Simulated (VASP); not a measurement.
Wanted: the native input for a VASP 6.6.1 run.

```
Task                   : single point
Functional             : PBE
Potentials or basis    : VASP PAW PBE potentials, release 64 (K_sv, F)
Cutoff                 : 520 eV
k mesh                 : 8 × 8 × 8
Occupations            : gaussian, width 0.05 eV
Spin                   : no spin polarisation
Dipole correction      : no
Further INCAR settings : ALGO = Normal; EDIFF = 1e-07; NBANDS = 15
```

The structure of KF lies in POSCAR:

```
KF
1.0
    0.0000000000      2.7105354767      2.6088903963
    2.8054042184      0.0000000000      2.6088903963
    2.8054042184      2.7105354767      0.0000000000
K F
1 1
Direct
    0.0000000000      0.0000000000      0.0000000000
    0.5000000000      0.5000000000      0.5000000000
```

This cell differs from its parent crystal: normal strain along x +0.0350, normal strain along z -0.0375.

These files were run (other wordings do the same):

INCAR

```
PREC = Accurate
ENCUT = 520
EDIFF = 1E-7
ISMEAR = 0
SIGMA = 0.05
LREAL = False
LASPH = True
NELM = 100
ALGO = Normal
ISIF = 2
LWAVE = False
LCHARG = False
GGA = PE
NBANDS = 15
```

KPOINTS

```
regular mesh
0
Gamma
  8 8 8
```

Potentials or basis: VASP PAW PBE potentials, release 64 (K_sv, F).

Launch:

```bash
$ cat potpaw_PBE.64/K_sv/POTCAR potpaw_PBE.64/F/POTCAR > POTCAR
$ mpirun -np 1 vasp_std > vasp.out
```

Results of the run:

The pressure is 0.4 GPa and the band gap on the k mesh is 5.89 eV.

Caveat: the cell differs from its parent crystal (normal strain along x +0.0350, normal strain along z -0.0375).

Run time: 85 s on 1 thread of Intel Xeon 8259CL (shared host), peak memory 0.19 GiB.
